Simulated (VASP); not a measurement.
# TiB (I-4m2) in VASP: further runs

The runs below take TiB through electric field gradients, with LDA.

Program: VASP 6.6.1. These are calculated values, not measurements. Logs are shortened: lines on timing, memory, paths and dates and some standing lists are left out, and cuts for length are marked.

**1. The cell of the first run**

The structure is tetragonal, space group I-4m2 (No. 119). The conventional cell has a = 2.971 Å, b = 2.971 Å, c = 4.286 Å, α = 90.00°, β = 90.00°, γ = 90.00°. Within 2.4 Å of Ti (site symmetry -4m2) lie 4 B at 1.83 Å. Within 2.4 Å of B (site symmetry -4m2) lie 4 Ti at 1.83 Å.

**2. Electric field gradients, LDA (zz strain of +2 %)**

INCAR reads:

```
ALGO = Normal
EDIFF = 1E-8
ENCUT = 420
GGA_COMPAT = False
ISIF = 2
ISMEAR = -1
LASPH = True
LCHARG = False
LEFG = True
LREAL = False
LWAVE = False
NBANDS = 14
NELM = 120
PREC = Accurate
SIGMA = 0.05
```

KPOINTS reads:

```
k-points
0
Gamma
  13 13 13
```

POSCAR reads:

```
TiB
1.0
    0.0000000000      2.1010000000      2.1430200000
    2.1010000000      0.0000000000      2.1430200000
    2.1010000000      2.1010000000      0.0000000000
Ti B
1 1
Direct
    0.7500000000      0.7500000000      0.7500000000
    0.0000000000      0.0000000000      0.0000000000
```

Potentials or basis: VASP PAW LDA potentials, release 64 (Ti_sv, B).

On the command line:

```bash
> cat potpaw_LDA.64/Ti_sv/POTCAR potpaw_LDA.64/B/POTCAR > POTCAR
> mpirun -np 1 vasp_std > vasp.out
```

OUTCAR:

```text
EDIFF = 1E-8
   ENCUT = 420
   ISIF = 2
   ISMEAR = -1
   LASPH = True
   LREAL = False
   NELM = 120
   PREC = Accurate

 ion  position               nearest neighbor table
   1  0.750  0.750  0.750-   2 1.83   2 1.83   2 1.83   2 1.83
   2  0.000  0.000  0.000-   1 1.83   1 1.83   1 1.83   1 1.83

  LATTYP: Found a body centered tetragonal cell.
 ALAT       =     2.9712626945
 C/A-ratio  =     1.4424978336

  Lattice vectors:

 A1 = (  -2.1010000000,   0.0000000000,   2.1430200000)
 A2 = (   2.1010000000,   0.0000000000,   2.1430200000)
 A3 = (   0.0000000000,   2.1010000000,  -2.1430200000)

Analysis of symmetry for initial positions (statically):
=====================================================================
 Subroutine PRICEL returns:
 Original cell was already a primitive cell.

 Routine SETGRP: Setting up the symmetry group for a
 body centered tetragonal supercell.

 Subroutine GETGRP returns: Found  8 space group operations
 (whereof  8 operations were pure point group operations)
 out of a pool of 16 trial point group operations.

The static configuration has the point symmetry D_2d.

Analysis of symmetry for dynamics (positions and initial velocities):
=====================================================================
 Subroutine PRICEL returns:
 Original cell was already a primitive cell.

 Routine SETGRP: Setting up the symmetry group for a
 body centered tetragonal supercell.

 Subroutine GETGRP returns: Found  8 space group operations
 (whereof  8 operations were pure point group operations)
 out of a pool of 16 trial point group operations.

The dynamic configuration has the point symmetry D_2d.

 Subroutine INISYM returns: Found  8 space group operations
 (whereof  8 operations are pure point group operations),
 and found     1 'primitive' translations

----------------------------------------------------------------------------------------

                                     Primitive cell

  volume of cell :      18.9194

  direct lattice vectors                    reciprocal lattice vectors
     0.000000000  2.101000000  2.143020000    -0.237981913  0.237981913  0.233315601
     2.101000000  0.000000000  2.143020000     0.237981913 -0.237981913  0.233315601
     2.101000000  2.101000000  0.000000000     0.237981913  0.237981913 -0.233315601

  length of vectors
     3.001122410  3.001122410  2.971262695     0.409520393  0.409520393  0.409520393

  position of ions in fractional coordinates (direct lattice)
     0.750000000  0.750000000  0.750000000
     0.000000000  0.000000000  0.000000000

  ion indices of the primitive-cell ions
   primitive index   ion index
                 1           1
                 2           2

----------------------------------------------------------------------------------------

 KPOINTS: k-points

Automatic generation of k-mesh.
 Grid dimensions read from file:
 generate k-points for:   13   13   13

 Generating k-lattice:

  Cartesian coordinates                     Fractional coordinates (reciprocal lattice)
    -0.018306301  0.018306301  0.017947354     0.076923077  0.000000000  0.000000000
     0.018306301 -0.018306301  0.017947354     0.000000000  0.076923077  0.000000000
     0.018306301  0.018306301 -0.017947354     0.000000000  0.000000000  0.076923077

  Length of vectors
     0.031501569  0.031501569  0.031501569

  Shift w.r.t. Gamma in fractional coordinates (k-lattice)
     0.000000000  0.000000000  0.000000000

 Subroutine IBZKPT returns following result:
 ===========================================

 Found    196 irreducible k-points:

 Following reciprocal coordinates:
            Coordinates               Weight
  0.000000  0.000000  0.000000      1.000000
  0.076923  0.000000  0.000000      8.000000
  0.153846  0.000000  0.000000      8.000000
  0.230769 -0.000000  0.000000      8.000000
  0.307692  0.000000  0.000000      8.000000
  0.384615  0.000000  0.000000      8.000000
[... 16 lines left out ...]
  0.384615  0.153846  0.000000      8.000000
  0.461538  0.153846  0.000000      8.000000
 [... further k-points ...]
   k-points           NKPTS =    196   k-points in BZ     NKDIM =    196   number of bands    NBANDS=     14
   number of dos      NEDOS =    301   number of ions     NIONS =      2
   total plane-waves  NPLWV =   8000
   dimension x,y,z NGX =    20 NGY =   20 NGZ =   20
   dimension x,y,z NGXF=    40 NGYF=   40 NGZF=   40
   ions per type =               1   1
   NGX,Y,Z   is equivalent  to a cutoff of  11.08, 11.08, 11.19 a.u.
   NGXF,Y,Z  is equivalent  to a cutoff of  22.16, 22.16, 22.38 a.u.
 SYSTEM =  unknown system
   PREC   = accura    normal or accurate (medium, high low for compatibility)
   ISTART =      0    job   : 0-new  1-cont  2-samecut
   ICHARG =      2    charge: 1-file 2-atom 10-const
   ISPIN  =      1    spin polarized calculation?
   LNONCOLLINEAR =      F non collinear calculations
   LSORBIT =      F    spin-orbit coupling
   LASPH  =      T    aspherical Exc in radial PAW
   ENCUT  =  420.0 eV  30.87 Ry    5.56 a.u.   5.01  5.01  4.97*2*pi/ulx,y,z
   NELM   =    120;   NELMIN=  2; NELMDL= -5     # of ELM steps
   EDIFF  = 0.1E-07   stopping-criterion for ELM
   LREAL  =      F    real-space projection
   EDIFFG = 0.1E-06   stopping-criterion for IOM
   NSW    =      0    number of steps for IOM
   IBRION =     -1    ionic relax: 0-MD 1-quasi-New 2-CG
   NFREE  =      0    steps in history (QN), initial steepest desc. (CG)
   ISIF   =      2    stress and relaxation
   ISYM   =      2    0-nonsym 1-usesym 2-fastsym
   POTIM  = 0.5000    time-step for ionic-motion
   TEBEG  =    0.0;   TEEND  =   0.0 temperature during run
   PSTRESS=    0.0 pullay stress
   NELECT =      15.0000    total number of electrons
   NUPDOWN=      -1.0000    fix difference up-down
   EMIN   =  10.00;   EMAX   =-10.00  energy-range for DOS
   EFERMI =   0.00;   METHOD = LEGACY
   ISMEAR =    -1;   SIGMA  =   0.05  broadening in eV -4-tet -1-fermi 0-gaus
   EFERMI_NEDOS =   21; number of points for ismear=-14 and -15
   IALGO  =     38    algorithm
   IMIX   =      4    mixing-type and parameters
     AMIX     =   0.40;   BMIX     =  1.00
     AMIX_MAG =   1.60;   BMIX_MAG =  1.00
  volume/ion in A,a.u.               =       9.46        63.84
  Fermi-wavevector in a.u.,A,eV,Ry     =   1.515197  2.863307 31.236560  2.295822
  Thomas-Fermi vector in A             =   2.624753
   LORBIT       =      0    0 simple, 1 ext, 2 COOP (PROOUT), +10 PAW based schemes
   GGA     = CA    functional components
   LHFCALC =     F    Hartree Fock is set to
   AEXX    =    0.0000 exact exchange contribution
   IVDW    =     0    specifies the selected vdW correction
   LEPSILON=     F    determine dielectric tensor
   LRPA    =     F    only Hartree local field effects (RPA)
 non-spin polarized calculation
  energy-cutoff  :      420.00
  volume of cell :       18.92
 maximum number of plane-waves:       379
   NGX =  9   NGY =  9   NGZ =  9

 number of electron      15.0000000 magnetization

 Free energy of the ion-electron system (eV)
  ---------------------------------------------------
  ext. energy  EPLUGINS =         0.00000000
  ---------------------------------------------------
  free energy    TOTEN  =       -12.23954082 eV

  energy without entropy =      -12.23206057  energy(sigma->0) =      -12.23580070

 E-fermi :   8.9368     XC(G=0): -12.9045

 val. band max:        8.9351708963   @ k =   0.4615   0.3077   0.1538
 cond. band min:       8.9447944876   @ k =   0.3846   0.0000   0.3077
 fundamental gap:      0.0096235914
 Fermi energy:         8.9368184950

 k-point     1 :       0.0000    0.0000    0.0000
  band No.  band energies     occupation
      1     -45.2745      2.00000
      2     -21.7772      2.00000
      3     -21.7576      2.00000
      4     -21.7576      2.00000
      5       0.1675      2.00000
      6       7.0335      2.00000
      7       7.1044      2.00000
      8       7.1044      2.00000
      9      12.0185      0.00000
     10      12.2456      0.00000
     11      21.1615      0.00000
     12      21.3068      0.00000
     13      21.6025      0.00000
     14      21.6025      0.00000

 k-point     2 :       0.0769    0.0000    0.0000
  band No.  band energies     occupation
      1     -45.2682      2.00000
      2     -21.8112      2.00000
      3     -21.7755      2.00000
      4     -21.7635      2.00000
      5       0.3306      2.00000
      6       7.0059      2.00000
      7       7.1354      2.00000
      8       7.1790      2.00000
      9      11.9573      0.00000
     10      12.1736      0.00000
     11      21.0089      0.00000
     12      21.4404      0.00000
     13      21.5543      0.00000
     14      21.6215      0.00000

 k-point     3 :       0.1538    0.0000    0.0000
  band No.  band energies     occupation
      1     -45.2509      2.00000
      2     -21.9324      2.00000
      3     -21.7968      2.00000
      4     -21.7800      2.00000
      5       0.7973      2.00000
      6       6.8393      2.00000
      7       7.3091      2.00000
      8       7.3738      2.00000
      9      11.8460      0.00000
     10      12.0287      0.00000
     11      20.1169      0.00000
     12      21.4425      0.00000
     13      21.5581      0.00000
     14      22.1309      0.00000
[... 324 lines left out ...]
 k-point    23 :       0.3846    0.1538    0.0000
  band No.  band energies     occupation
      1     -45.1789      2.00000
      2     -22.3163      2.00000
      3     -21.9247      2.00000
      4     -21.8940      2.00000
      5       2.9835      2.00000
      6       6.2021      2.00000
      7       7.7659      2.00000
      8       8.2920      1.99999
      9      11.4507      0.00000
     10      12.9596      0.00000
     11      16.1633      0.00000
     12      18.7998      0.00000
     13      20.0245      0.00000
     14      23.0569      0.00000

 k-point    24 :       0.4615    0.1538    0.0000
  band No.  band energies     occupation
      1     -45.1615      2.00000
      2     -22.4170      2.00000
      3     -21.9655      2.00000
      4     -21.9005      2.00000
      5       3.6254      2.00000
      6       6.2384      2.00000
      7       7.6700      2.00000
      8       8.3343      1.99999
      9      12.2217      0.00000
     10      13.0938      0.00000
     11      14.7829      0.00000
     12      18.3699      0.00000
     13      19.2406      0.00000
     14      22.4599      0.00000

 [... further k-points ...]
[... 5 lines left out ...]
  --------------------------------------------------------------------------------------
  -------------------------------------------------------------------------------------
  Total       11.2620273     11.2620273     11.7276861      0.0000000      0.0000000      0.0000000
  in kB      953.7154838    953.7154838    993.1494177      0.0000000      0.0000000      0.0000000
  external PRESSURE =     966.8601284 kB  Pullay stress =       0.0000000 kB

 VOLUME and BASIS-vectors are now :
 -----------------------------------------------------------------------------
  energy-cutoff  :      420.00
  volume of cell :       18.92
      direct lattice vectors                 reciprocal lattice vectors
     0.000000000  2.101000000  2.143020000    -0.237981913  0.237981913  0.233315601
     2.101000000  0.000000000  2.143020000     0.237981913 -0.237981913  0.233315601
     2.101000000  2.101000000  0.000000000     0.237981913  0.237981913 -0.233315601

 POSITION                                       TOTAL-FORCE (eV/Angst)
 -----------------------------------------------------------------------------------
      3.15150      3.15150      3.21453         0.000000      0.000000      0.000000
      0.00000      0.00000      0.00000        -0.000000     -0.000000     -0.000000
 -----------------------------------------------------------------------------------
    total drift:                                0.000001      0.000001      0.000001

  FREE ENERGIE OF THE ION-ELECTRON SYSTEM (eV)
  ---------------------------------------------------
  free  energy   TOTEN  =       -12.2395408207 eV

  energy  without entropy=      -12.2320605731  energy(sigma->0) =      -12.23580070

 Electric field gradients (V/A^2)
---------------------------------------------------------------------
 ion       V_xx      V_yy      V_zz      V_xy      V_xz      V_yz
---------------------------------------------------------------------
   1       1.804     1.804    -3.607    -0.001    -0.001    -0.001
   2       0.094     0.094    -0.188    -0.000    -0.000    -0.000
---------------------------------------------------------------------

 Electric field gradients after diagonalization (V/A^2)
 (convention: |V_zz| > |V_xx| > |V_yy|)
----------------------------------------------------------------------
 ion       V_xx      V_yy      V_zz     asymmetry (V_yy - V_xx)/ V_zz
----------------------------------------------------------------------
   1       1.805     1.802    -3.607       0.001
   2       0.094     0.093    -0.188       0.003
----------------------------------------------------------------------

           NMR quadrupolar parameters

 Cq : quadrupolar parameter    Cq=e*Q*V_zz/h
 eta: asymmetry parameters     (V_yy - V_xx)/ V_zz
 Q  : nuclear electric quadrupole moment in mb (millibarn)
----------------------------------------------------------------------
 ion       Cq(MHz)       eta       Q (mb)
----------------------------------------------------------------------
   1      -0.009       0.001       1.000
   2      -0.000       0.003       1.000
----------------------------------------------------------------------
```

Wall time 71 s (1 thread of Intel Xeon 8259CL, shared host); peak memory 0.15 GiB.

What came out:

| Item | Value |
| --- | --- |
| Free energy | -12.2395 eV |
| Pressure | 96.7 GPa |

Stress tensor (GPa, compression positive):
```
95.37  0.00  0.00
 0.00 95.37  0.00
 0.00  0.00 99.31
```

Levels at points of the mesh, in eV from the Fermi level:
```tsv
k point	band 5	band 6	band 7	band 8	band 9	band 10	band 11	band 12
(0.00, 0.00, 0.00)	-8.77	-1.90	-1.83	-1.83	3.08	3.31	12.22	12.37
```

Electric field gradients, principal values (V/Å²):
| atom | least | middle | greatest (by size) |
| --- | --- | --- | --- |
| 1 Ti | 1.802 | 1.805 | -3.607 |
| 2 B | 0.093 | 0.094 | -0.188 |

Caveat: the cell differs from its parent crystal (zz strain of +2 %); without QUAD_EFG the Cq values of the log hold for a quadrupole moment of 1 mb, not for the nuclei.

**3. Electric field gradients, LDA (zz strain of +2 %)**

INCAR reads:

```
SYSTEM = TiB
  PREC = Accurate
  ENCUT = 420
  EDIFF = 1E-8
  ISMEAR = -1
  SIGMA = 0.05
  LREAL = .FALSE.
  LASPH = .TRUE.
  NELM = 120
  ALGO = Normal
  ISIF = 2
  LWAVE = .FALSE.
  LCHARG = .FALSE.
  LEFG = .TRUE.
  NBANDS = 14
  GGA_COMPAT = .FALSE.
```

KPOINTS reads:

```
regular mesh
0
G
  13 13 13
  0 0 0
```

POSCAR is that of step 2.

Potentials or basis: VASP PAW LDA potentials, release 64 (Ti_sv, B).

On the command line:

```bash
> cat potpaw_LDA.64/Ti_sv/POTCAR potpaw_LDA.64/B/POTCAR > POTCAR
> mpirun -np 1 vasp_std > vasp.out
```

OUTCAR:

```text
SYSTEM = TiB
   PREC = Accurate
   ENCUT = 420
   EDIFF = 1E-8
   ISMEAR = -1
   LREAL = .FALSE.
   LASPH = .TRUE.
   NELM = 120
   ISIF = 2

 ion  position               nearest neighbor table
   1  0.750  0.750  0.750-   2 1.83   2 1.83   2 1.83   2 1.83
   2  0.000  0.000  0.000-   1 1.83   1 1.83   1 1.83   1 1.83

  LATTYP: Found a body centered tetragonal cell.
 ALAT       =     2.9712626945
 C/A-ratio  =     1.4424978336

  Lattice vectors:

[... 619 lines left out ...]

  FREE ENERGIE OF THE ION-ELECTRON SYSTEM (eV)
  ---------------------------------------------------
  free  energy   TOTEN  =       -12.2395408207 eV

  energy  without entropy=      -12.2320605731  energy(sigma->0) =      -12.23580070

 Electric field gradients (V/A^2)
---------------------------------------------------------------------
 ion       V_xx      V_yy      V_zz      V_xy      V_xz      V_yz
---------------------------------------------------------------------
   1       1.804     1.804    -3.607    -0.001    -0.001    -0.001
   2       0.094     0.094    -0.188    -0.000    -0.000    -0.000
---------------------------------------------------------------------

 Electric field gradients after diagonalization (V/A^2)
 (convention: |V_zz| > |V_xx| > |V_yy|)
----------------------------------------------------------------------
 ion       V_xx      V_yy      V_zz     asymmetry (V_yy - V_xx)/ V_zz
----------------------------------------------------------------------
   1       1.805     1.802    -3.607       0.001
   2       0.094     0.093    -0.188       0.003
----------------------------------------------------------------------

           NMR quadrupolar parameters

 Cq : quadrupolar parameter    Cq=e*Q*V_zz/h
 eta: asymmetry parameters     (V_yy - V_xx)/ V_zz
 Q  : nuclear electric quadrupole moment in mb (millibarn)
----------------------------------------------------------------------
 ion       Cq(MHz)       eta       Q (mb)
----------------------------------------------------------------------
   1      -0.009       0.001       1.000
   2      -0.000       0.003       1.000
----------------------------------------------------------------------
```

Run time: 60 s. Hardware: 1 thread of Intel Xeon 8259CL, shared host; peak memory 0.15 GiB.

What came out:

- Free energy: -12.2395 eV
- Pressure: 96.7 GPa

Levels at points of the mesh, in eV from the Fermi level:
```tsv
k point	band 5	band 6	band 7	band 8	band 9	band 10	band 11	band 12
(0.00, 0.00, 0.00)	-8.77	-1.90	-1.83	-1.83	3.08	3.31	12.22	12.37
```

Electric field gradients, principal values (V/Å²):
```csv
atom,least,middle,greatest (by size)
1 Ti,1.802,1.805,-3.607
2 B,0.093,0.094,-0.188
```

Caveat: the cell differs from its parent crystal (zz strain of +2 %); without QUAD_EFG the Cq values of the log hold for a quadrupole moment of 1 mb, not for the nuclei.

(Continued in part 2 of 3.)
